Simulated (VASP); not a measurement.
Li:

```xyz
1
Lattice="-1.7547 1.7547 1.7547 1.7547 -1.7547 1.7547 1.7547 1.7547 -1.7547" Properties=species:S:1:pos:R:3 pbc="T T T"
Li    0.0000    0.0000    0.0000
```

- Program: VASP 6.6.1
- Task: relaxation of cell and atoms
- Functional: PBEsol
- Potentials or basis: VASP PAW PBE potentials, release 64 (Li_sv)
- Cutoff: 600 eV
- k mesh: 9 × 9 × 9
- Occupations: methfessel-paxton, width 0.05 eV
- Spin: no spin polarisation

At the start: pressure -0.9 GPa; volume 21.61 Å³/atom.

Question: Where does the relaxation end?

Answer: Over 4 steps the energy falls by 5.0 meV/atom and the volume is 19.96 Å³/atom (-7.6 %); space group Im-3m (No. 229, to 0.05 Å).

The path:
```tsv
step	energy change (eV)	largest force (eV/Å)	pressure (GPa)	volume (Å³)
1	0.0000	0.0000	-0.92	21.61
2	-0.0020	0.0000	-0.73	21.22
3	-0.0049	0.0000	-0.16	20.22
4	-0.0050	0.0000	0.01	19.96
```

Final structure:
```
Li
1.0
    -1.70888    1.70888    1.70888
     1.70888   -1.70888    1.70888
     1.70888    1.70888   -1.70888
Li
1
Direct
  0.00000 0.00000 0.00000
```

Caveat: the cutoff is under 1.25 times the usual one of these potentials, so pressure, stress and relaxed cells hold a basis-set (Pulay) error; the PAW data sets were made with another functional, which shifts forces and pressure a little.
